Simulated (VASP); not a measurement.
Runs of VASP 6.6.1 on Tl. The structure is that of space group P6/mmm (No. 191), or close to it. The cells are those of the table. 

```csv
cell,gap on the mesh (eV),pressure (GPa)
"a = 3.158, b = 3.158, c = 2.982 Å, angles 90.0, 90.0, 120.0°, 1 atom",none,(b)
"a = 3.285, b = 3.285, c = 3.109 Å, angles 90.0, 90.0, 120.0°, 1 atom",none,4.1
"a = 3.020, b = 3.020, c = 2.843 Å, angles 90.0, 90.0, 120.0°, 1 atom",none,25.3
"a = 2.585, b = 2.585, c = 2.454 Å, angles 90.0, 90.0, 120.0°, 1 atom",none,201.6
"a = 2.863, b = 2.863, c = 2.697 Å, angles 90.0, 90.0, 120.0°, 1 atom",none,55.7
"a = 2.722, b = 2.722, c = 2.573 Å, angles 90.0, 90.0, 120.0°, 1 atom",none,107.9
"a = 3.423, b = 3.423, c = 3.255 Å, angles 90.0, 90.0, 120.0°, 1 atom",none,(a)
```

Alike in all rows: task single point; level PBE; potentials or basis VASP PAW PBE potentials, release 64 (Tl_d); no spin polarisation; k mesh 14 × 14 × 13; cutoff (eV) 520; smearing fermi-dirac 0.1 eV.

Q: Estimate the missing entries.

A: (a) -0.1; (b) 11.2.

Caveats: spin-orbit coupling is left out, which moves the levels of the heavy elements.

A k mesh can miss the band edges, and the runs leave out spin-orbit coupling on Tl.

A gap of «none» marks levels without a gap at the run's occupations.
